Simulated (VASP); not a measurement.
# NaLa3 (Pm-3m) in VASP: settings compared

The runs below take NaLa3 through single point, with RPBE, revPBE, PBE, PBEsol, r2SCAN.

Program: VASP 6.6.1. These are calculated values, not measurements. Logs are shortened: lines on timing, memory, paths and dates and some standing lists are left out, and cuts for length are marked.

### 1 The cell of the first run

The structure is cubic, space group Pm-3m (No. 221). Conventional cell: a = 5.256 Å, b = 5.256 Å, c = 5.256 Å, α = 90.00°, β = 90.00°, γ = 90.00°. Na (site symmetry m-3m) has 12 La at 3.72 Å within 4.9 Å. Within 4.9 Å of La (site symmetry 4/mmm) lie 4 Na at 3.72 Å and 8 La at 3.72 Å.

### 2 Single point, RPBE

Input file INCAR:

```
  PREC = Accurate
  ENCUT = 500
  EDIFF = 1E-6
  ISMEAR = 1
  SIGMA = 0.1
  LREAL = F
  LASPH = T
  NELM = 200
  ALGO = Normal
  ISIF = 2
  LWAVE = F
  LCHARG = T
  GGA = RP
  LELF = T
  LVHAR = T
  NBANDS = 28
  GGA_COMPAT = F
  LMAXMIX = 6
```

Input file KPOINTS:

```
Automatic mesh
0
Gamma
  5 5 5
```

Input file POSCAR:

```
NaLa3
1.0
    5.2563000000      0.0000000000      0.0000000000
    0.0000000000      5.2563000000      0.0000000000
    0.0000000000      0.0000000000      5.2563000000
Na La
1 3
Direct
    0.0000000000      0.0000000000      0.0000000000
    0.5000000000      0.0000000000      0.5000000000
    0.0000000000      0.5000000000      0.5000000000
    0.5000000000      0.5000000000      0.0000000000
```

Potentials or basis: VASP PAW PBE potentials, release 64 (Na_pv, La).

Launch:

```
cat potpaw_PBE.64/Na_pv/POTCAR potpaw_PBE.64/La/POTCAR > POTCAR
mpirun -np 1 vasp_std > vasp.out
```

OUTCAR:

```text
PREC = Accurate
   ENCUT = 500
   EDIFF = 1E-6
   ISMEAR = 1
   LREAL = F
   LASPH = T
   NELM = 200
   ISIF = 2
   GGA = RP

 ion  position               nearest neighbor table
   1  0.000  0.000  0.000-
   2  0.500  0.000  0.500-
   3  0.000  0.500  0.500-
   4  0.500  0.500  0.000-

  LATTYP: Found a simple cubic cell.
 ALAT       =     5.2563000000

  Lattice vectors:

 A1 = (   5.2563000000,   0.0000000000,   0.0000000000)
 A2 = (   0.0000000000,   5.2563000000,   0.0000000000)
 A3 = (   0.0000000000,   0.0000000000,   5.2563000000)

Analysis of symmetry for initial positions (statically):
=====================================================================
 Subroutine PRICEL returns:
 Original cell was already a primitive cell.

 Routine SETGRP: Setting up the symmetry group for a
 simple cubic supercell.

 Subroutine GETGRP returns: Found 48 space group operations
 (whereof 48 operations were pure point group operations)
 out of a pool of 48 trial point group operations.

The static configuration has the point symmetry O_h .

Analysis of symmetry for dynamics (positions and initial velocities):
=====================================================================
 Subroutine PRICEL returns:
 Original cell was already a primitive cell.

 Routine SETGRP: Setting up the symmetry group for a
 simple cubic supercell.

 Subroutine GETGRP returns: Found 48 space group operations
 (whereof 48 operations were pure point group operations)
 out of a pool of 48 trial point group operations.

The dynamic configuration has the point symmetry O_h .

 Subroutine INISYM returns: Found 48 space group operations
 (whereof 48 operations are pure point group operations),
 and found     1 'primitive' translations

----------------------------------------------------------------------------------------

                                     Primitive cell

  volume of cell :     145.2247

  direct lattice vectors                    reciprocal lattice vectors
     5.256300000  0.000000000  0.000000000     0.190247893  0.000000000  0.000000000
     0.000000000  5.256300000  0.000000000     0.000000000  0.190247893  0.000000000
     0.000000000  0.000000000  5.256300000     0.000000000  0.000000000  0.190247893

  length of vectors
     5.256300000  5.256300000  5.256300000     0.190247893  0.190247893  0.190247893

  position of ions in fractional coordinates (direct lattice)
     0.000000000  0.000000000  0.000000000
[... 66 lines left out ...]
   NELM   =    200;   NELMIN=  2; NELMDL= -5     # of ELM steps
   EDIFF  = 0.1E-05   stopping-criterion for ELM
   LREAL  =      F    real-space projection
   EDIFFG = 0.1E-04   stopping-criterion for IOM
   NSW    =      0    number of steps for IOM
   IBRION =     -1    ionic relax: 0-MD 1-quasi-New 2-CG
   NFREE  =      0    steps in history (QN), initial steepest desc. (CG)
   ISIF   =      2    stress and relaxation
   ISYM   =      2    0-nonsym 1-usesym 2-fastsym
   POTIM  = 0.5000    time-step for ionic-motion
   TEBEG  =    0.0;   TEEND  =   0.0 temperature during run
   PSTRESS=    0.0 pullay stress
   NELECT =      40.0000    total number of electrons
   NUPDOWN=      -1.0000    fix difference up-down
   EMIN   =  10.00;   EMAX   =-10.00  energy-range for DOS
   EFERMI =   0.00;   METHOD = LEGACY
   ISMEAR =     1;   SIGMA  =   0.10  broadening in eV -4-tet -1-fermi 0-gaus
   EFERMI_NEDOS =   21; number of points for ismear=-14 and -15
   IALGO  =     38    algorithm
   IMIX   =      4    mixing-type and parameters
     AMIX     =   0.40;   BMIX     =  1.00
     AMIX_MAG =   1.60;   BMIX_MAG =  1.00
  volume/ion in A,a.u.               =      36.31       245.01
  Fermi-wavevector in a.u.,A,eV,Ry     =   1.065160  2.012860 15.436693  1.134565
  Thomas-Fermi vector in A             =   2.200702
   LORBIT       =      0    0 simple, 1 ext, 2 COOP (PROOUT), +10 PAW based schemes
   GGA     = RP    functional components
   LHFCALC =     F    Hartree Fock is set to
   AEXX    =    0.0000 exact exchange contribution
   IVDW    =     0    specifies the selected vdW correction
   LEPSILON=     F    determine dielectric tensor
   LRPA    =     F    only Hartree local field effects (RPA)
 non-spin polarized calculation
 Methfessel and Paxton  Order N= 1 SIGMA  =   0.10
  energy-cutoff  :      500.00
  volume of cell :      145.22
 maximum number of plane-waves:      3743
 NGX is ok and might be reduce to    40
   NGX = 19   NGY = 19   NGZ = 19

 number of electron      40.0000008 magnetization

 Free energy of the ion-electron system (eV)
  ---------------------------------------------------
  ext. energy  EPLUGINS =         0.00000000
  ---------------------------------------------------
  free energy    TOTEN  =       -13.89550728 eV

  energy without entropy =      -13.89046205  energy(sigma->0) =      -13.89382554

 E-fermi :   6.1985     XC(G=0):  -8.8682

 val. band max:        6.1926504306   @ k =   0.2000   0.2000   0.2000
 cond. band min:       6.2135242442   @ k =   0.4000   0.0000   0.0000
 fundamental gap:      0.0208738136
 Fermi energy:         6.1984611798

 k-point     1 :       0.0000    0.0000    0.0000
  band No.  band energies     occupation
      1     -26.8593      2.00000
      2     -26.6517      2.00000
      3     -26.6517      2.00000
      4     -17.4243      2.00000
      5     -17.4243      2.00000
      6     -17.4243      2.00000
[... 299 lines left out ...]
     27       7.6104     -0.00000
     28       7.7545     -0.00000

------------------------ aborting loop because EDIFF is reached ----------------------------------------

  FORCE on cell =-STRESS in cart. coord.  units (eV):
  Direction    XX          YY          ZZ          XY          YZ          ZX
  --------------------------------------------------------------------------------------
  -------------------------------------------------------------------------------------
  Total        1.2660907      1.2660907      1.2660907      0.0000000      0.0000000     -0.0000000
  in kB       13.9680238     13.9680238     13.9680238      0.0000000      0.0000000     -0.0000000
  external PRESSURE =      13.9680238 kB  Pullay stress =       0.0000000 kB

 VOLUME and BASIS-vectors are now :
 -----------------------------------------------------------------------------
  energy-cutoff  :      500.00
  volume of cell :      145.22
      direct lattice vectors                 reciprocal lattice vectors
     5.256300000  0.000000000  0.000000000     0.190247893  0.000000000  0.000000000
     0.000000000  5.256300000  0.000000000     0.000000000  0.190247893  0.000000000
     0.000000000  0.000000000  5.256300000     0.000000000  0.000000000  0.190247893

 POSITION                                       TOTAL-FORCE (eV/Angst)
 -----------------------------------------------------------------------------------
      0.00000      0.00000      0.00000         0.000000      0.000000      0.000000
      2.62815      0.00000      2.62815         0.000000      0.000000      0.000000
      0.00000      2.62815      2.62815         0.000000      0.000000      0.000000
      2.62815      2.62815      0.00000         0.000000      0.000000      0.000000
 -----------------------------------------------------------------------------------
    total drift:                                0.000000     -0.000000     -0.000000

  FREE ENERGIE OF THE ION-ELECTRON SYSTEM (eV)
  ---------------------------------------------------
  free  energy   TOTEN  =       -13.8955072843 eV

  energy  without entropy=      -13.8904620478  energy(sigma->0) =      -13.89382554
```

OSZICAR:

```text
N       E                     dE             d eps       ncg     rms          rms(c)
DAV:   1     0.529595126658E+03    0.52960E+03   -0.14564E+04   560   0.189E+03
DAV:   2     0.922954027722E+02   -0.43730E+03   -0.42785E+03   792   0.418E+02
DAV:   3    -0.188958590932E+01   -0.94185E+02   -0.92778E+02   912   0.213E+02
DAV:   4    -0.121370147945E+02   -0.10247E+02   -0.98066E+01  1072   0.680E+01
DAV:   5    -0.137568545651E+02   -0.16198E+01   -0.15854E+01  1112   0.264E+01    0.452E+00
DAV:   6    -0.138271204718E+02   -0.70266E-01   -0.29494E+00  1040   0.107E+01    0.229E+00
DAV:   7    -0.138850950438E+02   -0.57975E-01   -0.71258E-01  1008   0.591E+00    0.869E-01
DAV:   8    -0.138954640100E+02   -0.10369E-01   -0.79778E-02  1120   0.235E+00    0.258E-01
DAV:   9    -0.138953804527E+02    0.83557E-04   -0.10860E-02  1112   0.791E-01    0.906E-02
DAV:  10    -0.138955061830E+02   -0.12573E-03   -0.20201E-03  1080   0.356E-01    0.283E-02
DAV:  11    -0.138955024788E+02    0.37042E-05   -0.39264E-04  1008   0.141E-01    0.122E-02
DAV:  12    -0.138955063085E+02   -0.38297E-05   -0.49728E-05  1084   0.514E-02    0.181E-03
DAV:  13    -0.138955072843E+02   -0.97576E-06   -0.64103E-06   840   0.190E-02
   1 F= -.13895507E+02 E0= -.13893826E+02  d E =-.504524E-02
```

stdout:

```text
POSCAR found type information on POSCAR NaLa
 POSCAR found :  2 types and       4 ions
 scaLAPACK will be used
 -----------------------------------------------------------------------------
|                                                                             |
|                                                                             |
|     You enforced a specific xc type in the INCAR file but a different       |
|     I HOPE YOU KNOW WHAT YOU ARE DOING!                                     |
|                                                                             |
 -----------------------------------------------------------------------------

 LDA part: xc-table for (Slater+PW92), standard interpolation
 POSCAR, INCAR and KPOINTS ok, starting setup
 FFT: planning ... GRIDC
 FFT: planning ... GRID_SOFT
 FFT: planning ... GRID
 WAVECAR not read
 entering main loop
```

Run time: 64 s. Hardware: 1 thread of Intel Xeon Platinum 8259CL at 2.50GHz (Skylake/Cascade Lake), shared host; peak memory 0.25 GiB.

What came out:

| Quantity | Value |
| --- | --- |
| Free energy | -13.8955 eV |
| Pressure | 1.4 GPa |
| Band gap on the k mesh | zero (bands 20 and 21 overlap by 1.36 eV) |

Caveat: the PAW data sets were made with another functional, which shifts forces and pressure a little; spin-orbit coupling is left out, which moves the levels of the heavy elements.

### 3 Single point, revPBE

Input file INCAR:

```
SYSTEM = NaLa3
ALGO = Normal
EDIFF = 1E-6
ENCUT = 500
GGA = RE
GGA_COMPAT = .False.
ISIF = 2
ISMEAR = 1
LASPH = .True.
LCHARG = .False.
LMAXMIX = 6
LREAL = .False.
LWAVE = .False.
NBANDS = 28
NELM = 200
PREC = Accurate
SIGMA = 0.1
```

Input file KPOINTS:

```
k-points
0
Gamma
  5 5 5
  0 0 0
```

POSCAR is that of step 2.

Potentials or basis: VASP PAW PBE potentials, release 64 (Na_pv, La).

Launch:

```
cat potpaw_PBE.64/Na_pv/POTCAR potpaw_PBE.64/La/POTCAR > POTCAR
mpirun -np 1 vasp_std > vasp.out
```

Wall time 62 s (1 thread of Intel Xeon Platinum 8259CL at 2.50GHz (Skylake/Cascade Lake), shared host); peak memory 0.25 GiB.

It converged, with:

- Free energy: -14.0872 eV
- Pressure: 1.1 GPa
- Band gap on the k mesh: zero (bands 20 and 21 overlap by 1.36 eV)

Levels at points of the mesh, in eV from the Fermi level:
| k point | band 17 | band 18 | band 19 | band 20 | band 21 | band 22 | band 23 | band 24 |
| --- | --- | --- | --- | --- | --- | --- | --- | --- |
| (0.00, 0.00, 0.00) | -2.12 | -0.88 | -0.88 | -0.72 | -0.72 | -0.72 | 1.32 | 1.47 |

Caveat: the PAW data sets were made with another functional, which shifts forces and pressure a little; spin-orbit coupling is left out, which moves the levels of the heavy elements.

(Part 1 of 2 ends here.)

The gap in the log of VASP goes by the Fermi energy; the results here count the filled bands.